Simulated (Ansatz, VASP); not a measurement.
**One calculation of N, two programs**

```xyz
4
Lattice="3.8449 0.0000 0.0000 -1.9225 3.3298 0.0000 0.0000 0.0000 8.0617" Properties=species:S:1:pos:R:3 pbc="T T T"
N     0.0000    2.2199    2.5622
N     0.0000    2.2199    1.4687
N     1.9225    1.1099    6.5931
N     1.9225    1.1099    5.4995
```

Alike in both runs: functional r2SCAN; k mesh 9 × 9 × 4; occupations gaussian, width 0.02 eV; no spin polarisation.

Ansatz relaxed the structure, and its values are those at the end. VASP's run is a single point on that final structure, the one shown.

|  | VASP | Ansatz |
| --- | --- | --- |
| version | VASP 6.6.1 | Ansatz 0.2.0 |
| potentials or method | VASP PAW PBE potentials, release 64 (N), cutoff 520 eV | scalar-relativistic, plane waves, PAW |
| valence electrons in the cell | 20 | 20 |

```csv
,VASP,Ansatz,Ansatz less VASP
gap on the k mesh at the Fermi level (eV),8.14,8.17,+0.034
least direct gap on the mesh (eV),8.16,8.20,+0.035
pressure (GPa),2.3,0.0,-2.28
rms of the force components (eV/Å),1.331,0.003,-1.3273
```

VASP's potentials were made for PBE, not for r2SCAN. The functional is the same, so the differences come from potentials, cutoffs and numerics.

Noted on VASP's run: the standard files for N, O and F lose accuracy on very short bonds.
